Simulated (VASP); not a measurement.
Write the native input for VASP 6.6.1 that does the following.

* Task: single point
* Functional: r2SCAN
* Potentials or basis: VASP PAW PBE potentials, release 64 (Au)
* Cutoff: 520 eV
* k mesh: 12 × 9 × 12
* Occupations: fermi-dirac, width 0.1 eV
* Spin: no spin polarisation
* Dipole correction: no
* Further INCAR settings: ALGO = Normal; EDIFF = 1e-06; NBANDS = 18

The system is Au.

```xyz
2
Lattice="-2.0622 2.0622 0.0000 0.0000 0.0000 4.1243 2.0622 2.0622 0.0000" Properties=species:S:1:pos:R:3 pbc="T T T"
Au    0.0000    0.0000    0.0000
Au    0.0000    2.0622    2.0622
```

One way to write it, as run:

POSCAR

```
Au
1.0
   -2.0621502144      2.0621502144      0.0000000000
    0.0000000000      0.0000000000      4.1243004289
    2.0621502144      2.0621502144      0.0000000000
Au
2
Direct
    0.0000000000      0.0000000000      0.0000000000
    0.5000000000      0.5000000000      0.5000000000
```

INCAR.step1

```
ALGO = Normal
EDIFF = 1E-4
ENCUT = 520
GGA = PE
ISMEAR = -1
LASPH = T
LCHARG = F
LREAL = F
LWAVE = T
NBANDS = 18
NELM = 100
PREC = Accurate
SIGMA = 0.1
```

INCAR.step2

```
ALGO = Normal
EDIFF = 1E-6
ENCUT = 520
ISIF = 2
ISMEAR = -1
ISTART = 1
LASPH = T
LCHARG = F
LMIXTAU = T
LREAL = F
LWAVE = F
METAGGA = R2SCAN
NBANDS = 18
NELM = 100
PREC = Accurate
SIGMA = 0.1
```

KPOINTS

```
k-points
0
Gamma
  12 9 12
```

Potentials or basis: VASP PAW PBE potentials, release 64 (Au).

Command:

```bash
$ cat potpaw_PBE.64/Au/POTCAR > POTCAR
$ cp INCAR.step1 INCAR
$ mpirun -np 1 vasp_std > vasp.out
$ cp INCAR.step2 INCAR
$ mpirun -np 1 vasp_std > vasp.out
```

Results of the run:

* Pressure: 0.4 GPa
* Band gap on the k mesh: zero (band 11 reaches 13.66 eV, above the bottom of band 12 at 6.16 eV)

Caveat: the PAW data sets were made with another functional, which shifts forces and pressure a little; spin-orbit coupling is left out, which moves the levels of the heavy elements.

Wall time 3.6 min on 1 thread of AMD EPYC 7R13 Processor (Zen 3), with other jobs on the host, peak memory 0.18 GiB.
